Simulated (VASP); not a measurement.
Here is a VASP 6.6.1 calculation.

File POSCAR:

```
MnO
1.0
    0.0000000000      2.2089816980      2.2089816980
    2.2089816980      0.0000000000      2.2089816980
    2.2089816980      2.2089816980      0.0000000000
Mn O
1 1
Direct
    0.0000000000      0.0000000000      0.0000000000
    0.5000000000      0.5000000000      0.5000000000
```

The input INCAR.step1:

```
SYSTEM = MnO
PREC = Accurate ; ENCUT = 520
EDIFF = 1E-5 ; ISMEAR = -1
SIGMA = 0.05 ; LREAL = .FALSE.
LASPH = .TRUE. ; NELM = 150
ALGO = Normal ; ISIF = 2
LWAVE = .TRUE. ; LCHARG = .FALSE.
ISPIN = 2 ; MAGMOM = 4 0
LORBIT = 11 ; LMAXMIX = 4
GGA = PE ; NBANDS = 20
KPAR = 4
```

The input INCAR.step2:

```
SYSTEM = MnO
PREC = Accurate ; ENCUT = 520
EDIFF = 1E-7 ; ISMEAR = -1
SIGMA = 0.05 ; LREAL = .FALSE.
LASPH = .TRUE. ; NELM = 150
ALGO = Normal ; ISIF = 2
LWAVE = .FALSE. ; LCHARG = .FALSE.
ISPIN = 2 ; MAGMOM = 4 0
LORBIT = 11 ; LMAXMIX = 4
GGA = PE ; LHFCALC = .TRUE.
HFSCREEN = 0.2079 ; PRECFOCK = Normal
ISTART = 1 ; NBANDS = 20
KPAR = 4
```

File KPOINTS:

```
regular mesh
0
G
  6 6 6
  0 0 0
```

Potentials or basis: VASP PAW PBE potentials, release 64 (Mn_pv, O).

The run is started by

```bash
$ cat potpaw_PBE.64/Mn_pv/POTCAR potpaw_PBE.64/O/POTCAR > POTCAR
$ cp INCAR.step1 INCAR
$ mpirun -np 4 vasp_std > vasp.out
$ cp INCAR.step2 INCAR
$ mpirun -np 4 vasp_std > vasp.out
```

(1) Estimate the band gap on the k mesh.

(2) What does it give for the pressure?

## Answers

(1) 1.28 eV (least direct gap 4.21 eV).

(2) 5.0 GPa.

Caveat: the cell stands under pressure; the PAW data sets were made with another functional, which shifts forces and pressure a little; a cell with one magnetic atom can't hold antiferromagnetic order, which such compounds often take.
